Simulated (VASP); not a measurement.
# Mn (Fd-3m) in VASP: further runs

Mn is run at these levels: revPBE; tasks: single point.

All numbers are computed with VASP 6.6.1; they aren't measurements. Logs are shortened: lines on timing, memory, paths and dates and some standing lists are left out, and cuts for length are marked.

**1. The cell of the first run**

The structure is cubic, space group Fd-3m (No. 227). Conventional cell: a = 5.392 Å, b = 5.392 Å, c = 5.392 Å, α = 90.00°, β = 90.00°, γ = 90.00°. Within 3.1 Å of Mn (site symmetry -43m) lie 4 Mn at 2.33 Å.

**2. Single point, revPBE, collinear spin, antiferromagnetic start (volume scaled by 1.08)**

INCAR reads:

```
SYSTEM = Mn
PREC = Accurate
ENCUT = 520
EDIFF = 1E-7
ISMEAR = -1
SIGMA = 0.05
LREAL = .FALSE.
LASPH = .TRUE.
NELM = 150
ALGO = Normal
ISIF = 2
LWAVE = .FALSE.
LCHARG = .TRUE.
ISPIN = 2
MAGMOM = 2.48 -2.48
LORBIT = 11
LMAXMIX = 4
GGA = RE
LELF = .TRUE.
LVHAR = .TRUE.
NBANDS = 24
```

KPOINTS reads:

```
regular mesh
0
G
  12 12 12
  0 0 0
```

POSCAR reads:

```
Mn
1.0
    0.0000000000      2.6960375582      2.6960375582
    2.6960375582      0.0000000000      2.6960375582
    2.6960375582      2.6960375582      0.0000000000
Mn
2
Direct
    0.1250000000      0.1250000000      0.1250000000
    0.8750000000      0.8750000000      0.8750000000
```

Potentials or basis: VASP PAW PBE potentials, release 64 (Mn_pv).

The run is started by

```
$ cat potpaw_PBE.64/Mn_pv/POTCAR > POTCAR
$ mpirun -np 1 vasp_std > vasp.out
```

OUTCAR:

```text
SYSTEM = Mn
   PREC = Accurate
   ENCUT = 520
   EDIFF = 1E-7
   ISMEAR = -1
   LREAL = .FALSE.
   LASPH = .TRUE.
   NELM = 150
   ISIF = 2
   ISPIN = 2
   LORBIT = 11
   GGA = RE

 ion  position               nearest neighbor table
   1  0.125  0.125  0.125-   2 2.33   2 2.33   2 2.33   2 2.33
   2  0.875  0.875  0.875-   1 2.33   1 2.33   1 2.33   1 2.33

  LATTYP: Found a face centered cubic cell.
 ALAT       =     5.3920751164

  Lattice vectors:

 A1 = (   0.0000000000,   2.6960375582,   2.6960375582)
 A2 = (   2.6960375582,   0.0000000000,   2.6960375582)
 A3 = (   2.6960375582,   2.6960375582,   0.0000000000)

Analysis of symmetry for initial positions (statically):
=====================================================================
 Subroutine PRICEL returns:
 Original cell was already a primitive cell.

 Routine SETGRP: Setting up the symmetry group for a
 face centered cubic supercell.

 Subroutine GETGRP returns: Found 48 space group operations
 (whereof 12 operations were pure point group operations)
 out of a pool of 48 trial point group operations.

The static configuration has the point symmetry D_3d.
 The point group associated with its full space group is O_h .

Analysis of symmetry for dynamics (positions and initial velocities):
=====================================================================
 Subroutine PRICEL returns:
 Original cell was already a primitive cell.

 Routine SETGRP: Setting up the symmetry group for a
 face centered cubic supercell.

 Subroutine GETGRP returns: Found 48 space group operations
 (whereof 12 operations were pure point group operations)
 out of a pool of 48 trial point group operations.

The dynamic configuration has the point symmetry D_3d.
 The point group associated with its full space group is O_h .

Analysis of structural, dynamic, and magnetic symmetry:
=====================================================================
 Subroutine PRICEL returns:
 Original cell was already a primitive cell.

 Routine SETGRP: Setting up the symmetry group for a
 face centered cubic supercell.

 Subroutine GETGRP returns: Found 48 space group operations
 (whereof 12 operations were pure point group operations)
 out of a pool of 48 trial point group operations.

The overall configuration has the point symmetry D_3d.
 The point group associated with its full space group is O_h .

 Subroutine INISYM returns: Found 48 space group operations
 (whereof 12 operations are pure point group operations),
 and found     1 'primitive' translations

----------------------------------------------------------------------------------------

                                     Primitive cell

  volume of cell :      39.1929

  direct lattice vectors                    reciprocal lattice vectors
     0.000000000  2.696037558  2.696037558    -0.185457357  0.185457357  0.185457357
     2.696037558  0.000000000  2.696037558     0.185457357 -0.185457357  0.185457357
     2.696037558  2.696037558  0.000000000     0.185457357  0.185457357 -0.185457357

  length of vectors
     3.812772879  3.812772879  3.812772879     0.321221565  0.321221565  0.321221565

  position of ions in fractional coordinates (direct lattice)
     0.125000000  0.125000000  0.125000000
     0.875000000  0.875000000  0.875000000

  ion indices of the primitive-cell ions
   primitive index   ion index
                 1           1
                 2           2

----------------------------------------------------------------------------------------

 KPOINTS: regular mesh

Automatic generation of k-mesh.
 Grid dimensions read from file:
 generate k-points for:   12   12   12

 Generating k-lattice:

  Cartesian coordinates                     Fractional coordinates (reciprocal lattice)
    -0.015454780  0.015454780  0.015454780     0.083333333  0.000000000  0.000000000
     0.015454780 -0.015454780  0.015454780     0.000000000  0.083333333  0.000000000
     0.015454780  0.015454780 -0.015454780     0.000000000  0.000000000  0.083333333

  Length of vectors
     0.026768464  0.026768464  0.026768464

  Shift w.r.t. Gamma in fractional coordinates (k-lattice)
     0.000000000  0.000000000  0.000000000

 Subroutine IBZKPT returns following result:
 ===========================================

 Found     72 irreducible k-points:

 Following reciprocal coordinates:
            Coordinates               Weight
  0.000000  0.000000  0.000000      1.000000
  0.083333  0.000000  0.000000      8.000000
  0.166667  0.000000  0.000000      8.000000
  0.250000  0.000000  0.000000      8.000000
  0.333333  0.000000  0.000000      8.000000
  0.416667  0.000000  0.000000      8.000000
[... 16 lines left out ...]
  0.500000  0.166667  0.000000     24.000000
 -0.416667  0.166667  0.000000     24.000000
 [... further k-points ...]
   k-points           NKPTS =     72   k-points in BZ     NKDIM =     72   number of bands    NBANDS=     24
   number of dos      NEDOS =    301   number of ions     NIONS =      2
   total plane-waves  NPLWV =  21952
   dimension x,y,z NGX =    28 NGY =   28 NGZ =   28
   dimension x,y,z NGXF=    56 NGYF=   56 NGZF=   56
   ions per type =               2
   NGX,Y,Z   is equivalent  to a cutoff of  12.21, 12.21, 12.21 a.u.
   NGXF,Y,Z  is equivalent  to a cutoff of  24.42, 24.42, 24.42 a.u.
 SYSTEM =  Mn
   PREC   = accura    normal or accurate (medium, high low for compatibility)
   ISTART =      0    job   : 0-new  1-cont  2-samecut
   ICHARG =      2    charge: 1-file 2-atom 10-const
   ISPIN  =      2    spin polarized calculation?
   LNONCOLLINEAR =      F non collinear calculations
   LSORBIT =      F    spin-orbit coupling
   LASPH  =      T    aspherical Exc in radial PAW
   ENCUT  =  520.0 eV  38.22 Ry    6.18 a.u.   7.09  7.09  7.09*2*pi/ulx,y,z
   NELM   =    150;   NELMIN=  2; NELMDL= -5     # of ELM steps
   EDIFF  = 0.1E-06   stopping-criterion for ELM
   LREAL  =      F    real-space projection
   EDIFFG = 0.1E-05   stopping-criterion for IOM
   NSW    =      0    number of steps for IOM
   IBRION =     -1    ionic relax: 0-MD 1-quasi-New 2-CG
   NFREE  =      0    steps in history (QN), initial steepest desc. (CG)
   ISIF   =      2    stress and relaxation
   ISYM   =      2    0-nonsym 1-usesym 2-fastsym
   POTIM  = 0.5000    time-step for ionic-motion
   TEBEG  =    0.0;   TEEND  =   0.0 temperature during run
   PSTRESS=    0.0 pullay stress
   NELECT =      26.0000    total number of electrons
   NUPDOWN=      -1.0000    fix difference up-down
   EMIN   =  10.00;   EMAX   =-10.00  energy-range for DOS
   EFERMI =   0.00;   METHOD = LEGACY
   ISMEAR =    -1;   SIGMA  =   0.05  broadening in eV -4-tet -1-fermi 0-gaus
   EFERMI_NEDOS =   21; number of points for ismear=-14 and -15
   IALGO  =     38    algorithm
   IMIX   =      4    mixing-type and parameters
     AMIX     =   0.40;   BMIX     =  1.00
     AMIX_MAG =   1.60;   BMIX_MAG =  1.00
  volume/ion in A,a.u.               =      19.60       132.24
  Fermi-wavevector in a.u.,A,eV,Ry     =   1.427787  2.698126 27.736496  2.038575
  Thomas-Fermi vector in A             =   2.547919
   LORBIT       =     11    0 simple, 1 ext, 2 COOP (PROOUT), +10 PAW based schemes
   GGA     = RE    functional components
   LHFCALC =     F    Hartree Fock is set to
   AEXX    =    0.0000 exact exchange contribution
   IVDW    =     0    specifies the selected vdW correction
   LEPSILON=     F    determine dielectric tensor
   LRPA    =     F    only Hartree local field effects (RPA)
 spin polarized calculation
  energy-cutoff  :      520.00
  volume of cell :       39.19
 maximum number of plane-waves:      1067
   NGX = 15   NGY = 15   NGZ = 15

 number of electron      26.0000028 magnetization      -0.0000000

 number of electron      26.0000028 magnetization       0.0000000

 Free energy of the ion-electron system (eV)
  ---------------------------------------------------
  ext. energy  EPLUGINS =         0.00000000
  ---------------------------------------------------
  free energy    TOTEN  =       -14.72461687 eV

  energy without entropy =      -14.71829556  energy(sigma->0) =      -14.72145621

 E-fermi :   4.7381     XC(G=0): -10.3087

 val. band max:        4.6917173019   @ k =  -0.0833   0.0833   0.0000
 cond. band min:       4.7533545088   @ k =   0.0833   0.0833   0.0000
 fundamental gap:      0.0616372069
 Fermi energy:         4.7381337440

 spin component 1

 k-point     1 :       0.0000    0.0000    0.0000
  band No.  band energies     occupation
      1     -45.1374      1.00000
      2     -45.1374      1.00000
      3     -45.1374      1.00000
      4     -42.0215      1.00000
      5     -42.0215      1.00000
      6     -42.0215      1.00000
[... 16 lines left out ...]
     23      16.1470      0.00000
     24      17.5016      0.00000

 k-point     2 :       0.0833    0.0000    0.0000
  band No.  band energies     occupation
      1     -45.1377      1.00000
      2     -45.1377      1.00000
      3     -45.1375      1.00000
      4     -42.0218      1.00000
      5     -42.0212      1.00000
      6     -42.0212      1.00000
[... 16 lines left out ...]
     23      16.9753      0.00000
     24      17.8076      0.00000

 k-point     3 :       0.1667    0.0000    0.0000
  band No.  band energies     occupation
      1     -45.1386      1.00000
      2     -45.1386      1.00000
      3     -45.1378      1.00000
      4     -42.0229      1.00000
      5     -42.0203      1.00000
      6     -42.0203      1.00000
[... 16 lines left out ...]
     23      17.7350      0.00000
     24      18.0705      0.00000
[... 514 lines left out ...]
 k-point    23 :       0.5000    0.1667    0.0000
  band No.  band energies     occupation
      1     -45.1467      1.00000
      2     -45.1436      1.00000
      3     -45.1341      1.00000
      4     -42.0303      1.00000
      5     -42.0157      1.00000
      6     -42.0150      1.00000
[... 16 lines left out ...]
     23      18.5012      0.00000
     24      19.8247      0.00000

 k-point    24 :      -0.4167    0.1667    0.0000
  band No.  band energies     occupation
      1     -45.1473      1.00000
      2     -45.1432      1.00000
      3     -45.1342      1.00000
      4     -42.0302      1.00000
      5     -42.0161      1.00000
      6     -42.0147      1.00000
[... 16 lines left out ...]
     23      18.4873      0.00000
     24      20.5670      0.00000

 [... further k-points ...]

 spin component 2

 k-point     1 :       0.0000    0.0000    0.0000
  band No.  band energies     occupation
      1     -45.1374      1.00000
      2     -45.1374      1.00000
      3     -45.1374      1.00000
      4     -42.0215      1.00000
      5     -42.0215      1.00000
      6     -42.0215      1.00000
[... 16 lines left out ...]
     23      16.1470      0.00000
     24      17.5016      0.00000

 k-point     2 :       0.0833    0.0000    0.0000
  band No.  band energies     occupation
      1     -45.1377      1.00000
      2     -45.1377      1.00000
      3     -45.1375      1.00000
      4     -42.0218      1.00000
      5     -42.0212      1.00000
      6     -42.0212      1.00000
[... 16 lines left out ...]
     23      16.9753      0.00000
     24      17.8076      0.00000

 k-point     3 :       0.1667    0.0000    0.0000
  band No.  band energies     occupation
      1     -45.1386      1.00000
      2     -45.1386      1.00000
      3     -45.1378      1.00000
      4     -42.0229      1.00000
      5     -42.0203      1.00000
      6     -42.0203      1.00000
[... 16 lines left out ...]
     23      17.7350      0.00000
     24      18.0705      0.00000
[... 514 lines left out ...]
 k-point    23 :       0.5000    0.1667    0.0000
  band No.  band energies     occupation
      1     -45.1467      1.00000
      2     -45.1436      1.00000
      3     -45.1341      1.00000
      4     -42.0303      1.00000
      5     -42.0157      1.00000
      6     -42.0150      1.00000
[... 16 lines left out ...]
     23      18.5012      0.00000
     24      19.8247      0.00000

 k-point    24 :      -0.4167    0.1667    0.0000
  band No.  band energies     occupation
      1     -45.1473      1.00000
      2     -45.1432      1.00000
      3     -45.1342      1.00000
      4     -42.0302      1.00000
      5     -42.0161      1.00000
      6     -42.0147      1.00000
[... 16 lines left out ...]
     23      18.4873      0.00000
     24      20.5670      0.00000

 [... further k-points ...]
[... 5 lines left out ...]
  --------------------------------------------------------------------------------------
  -------------------------------------------------------------------------------------
  Total       -0.5395687     -0.5395687     -0.5395687      0.0000000     -0.0000000     -0.0000000
  in kB      -22.0571569    -22.0571569    -22.0571569      0.0000000     -0.0000000     -0.0000000
  external PRESSURE =     -22.0571569 kB  Pullay stress =       0.0000000 kB

 VOLUME and BASIS-vectors are now :
 -----------------------------------------------------------------------------
  energy-cutoff  :      520.00
  volume of cell :       39.19
      direct lattice vectors                 reciprocal lattice vectors
     0.000000000  2.696037558  2.696037558    -0.185457357  0.185457357  0.185457357
     2.696037558  0.000000000  2.696037558     0.185457357 -0.185457357  0.185457357
     2.696037558  2.696037558  0.000000000     0.185457357  0.185457357 -0.185457357

 POSITION                                       TOTAL-FORCE (eV/Angst)
 -----------------------------------------------------------------------------------
      0.67401      0.67401      0.67401         0.000000      0.000000      0.000000
      4.71807      4.71807      4.71807        -0.000000     -0.000000     -0.000000
 -----------------------------------------------------------------------------------
    total drift:                                0.000000      0.000000     -0.000000

  FREE ENERGIE OF THE ION-ELECTRON SYSTEM (eV)
  ---------------------------------------------------
  free  energy   TOTEN  =       -14.7246168653 eV

  energy  without entropy=      -14.7182955583  energy(sigma->0) =      -14.72145621

 total charge

# of ion       s       p       d       tot
------------------------------------------
    1        0.430   6.192   5.050  11.673
    2        0.430   6.192   5.050  11.673
--------------------------------------------------
tot          0.861  12.385  10.100  23.345

 magnetization (x)

# of ion       s       p       d       tot
------------------------------------------
    1        0.080  -0.005   2.887   2.963
    2       -0.080   0.005  -2.887  -2.963
--------------------------------------------------
tot          0.000   0.000  -0.000  -0.000
```

Run time: 95 s. Hardware: 1 thread of Intel Xeon Platinum 8488C (Sapphire Rapids), shared host; peak memory 0.23 GiB.

What came out:

```
Free energy                                           : -14.7246 eV
Pressure                                              : -2.2 GPa
Band gap on the k mesh                                : zero (filled and empty bands overlap)
Net moment                                            : 0.00 μB per cell
Site moments                                          : Mn +2.96, -2.96 μB
Valence electrons inside the program's atomic spheres : Mn 11.67
```

Levels at points of the mesh, in eV from the Fermi level:
Spin up:
| k point | band 9 | band 10 | band 11 | band 12 | band 13 | band 14 | band 15 | band 16 | band 17 | band 18 |
| --- | --- | --- | --- | --- | --- | --- | --- | --- | --- | --- |
| (0.00, 0.00, 0.00) | -2.82 | -2.77 | -2.77 | -2.77 | 0.11 | 0.11 | 0.11 | 1.44 | 1.44 | 11.11 |
| (0.50, 0.00, 0.00) | -2.84 | -2.61 | -2.61 | -2.30 | -1.51 | 0.48 | 0.48 | 1.29 | 1.29 | 2.00 |
| (0.50, 0.50, 0.00) | -2.57 | -2.57 | -2.17 | -1.56 | -1.35 | 0.84 | 1.31 | 1.31 | 1.58 | 2.60 |
Spin down:
```
           k point  band 10  band 11  band 12  band 13  band 14  band 15  band 16  band 17
(0.00, 0.00, 0.00)    -2.77    -2.77    -2.77     0.11     0.11     0.11     1.44     1.44
(0.50, 0.00, 0.00)    -2.61    -2.61    -2.30    -1.51     0.48     0.48     1.29     1.29
(0.50, 0.50, 0.00)    -2.57    -2.17    -1.56    -1.35     0.84     1.31     1.31     1.58
```

Caveat: the PAW data sets were made with another functional, which shifts forces and pressure a little.

**3. Single point, revPBE, collinear spin, antiferromagnetic start (volume scaled by 1.12)**

INCAR reads:

```
ALGO = Normal ; EDIFF = 1E-6
ENCUT = 520 ; GGA = RE
ISIF = 2 ; ISMEAR = -1
ISPIN = 2 ; LASPH = True
LCHARG = False ; LMAXMIX = 4
LORBIT = 11 ; LREAL = False
LWAVE = False ; MAGMOM = 2.48 -2.48
NBANDS = 24 ; NELM = 150
PREC = Accurate ; SIGMA = 0.05
```

KPOINTS reads:

```
k-points
0
Gamma
  12 12 12
```

POSCAR reads:

```
Mn
1.0
    0.0000000000      2.7289193057      2.7289193057
    2.7289193057      0.0000000000      2.7289193057
    2.7289193057      2.7289193057      0.0000000000
Mn
2
Direct
    0.1250000000      0.1250000000      0.1250000000
    0.8750000000      0.8750000000      0.8750000000
```

Potentials or basis: VASP PAW PBE potentials, release 64 (Mn_pv).

The run is started by

```
$ cat potpaw_PBE.64/Mn_pv/POTCAR > POTCAR
$ mpirun -np 1 vasp_std > vasp.out
```

Wall time 1.7 min (1 thread of Intel Xeon Platinum 8488C (Sapphire Rapids), shared host); peak memory 0.24 GiB.

It converged, with:

```
Free energy                                           : -14.7009 eV
Pressure                                              : -3.1 GPa
Band gap on the k mesh                                : zero (filled and empty bands overlap)
Net moment                                            : 0.00 μB per cell
Site moments                                          : Mn +3.09, -3.09 μB
Valence electrons inside the program's atomic spheres : Mn 11.63
```

Levels at points of the mesh, in eV from the Fermi level:
Spin up:
```
           k point  band 11  band 12  band 13  band 14  band 15  band 16
(0.00, 0.00, 0.00)    -2.82    -2.82     0.12     0.12     0.12     1.39
(0.50, 0.00, 0.00)    -2.65    -2.29    -1.54     0.46     0.46     1.25
(0.50, 0.50, 0.00)    -2.26    -1.57    -1.40     0.86     1.25     1.25
```
Spin down:
| k point | band 10 | band 11 | band 12 | band 13 | band 14 | band 15 | band 16 | band 17 |
| --- | --- | --- | --- | --- | --- | --- | --- | --- |
| (0.00, 0.00, 0.00) | -2.82 | -2.82 | -2.82 | 0.12 | 0.12 | 0.12 | 1.39 | 1.39 |
| (0.50, 0.00, 0.00) | -2.65 | -2.65 | -2.29 | -1.54 | 0.46 | 0.46 | 1.25 | 1.25 |
| (0.50, 0.50, 0.00) | -2.62 | -2.26 | -1.57 | -1.40 | 0.86 | 1.25 | 1.25 | 1.47 |

Caveat: the PAW data sets were made with another functional, which shifts forces and pressure a little.

(Continued in part 2 of 2.)
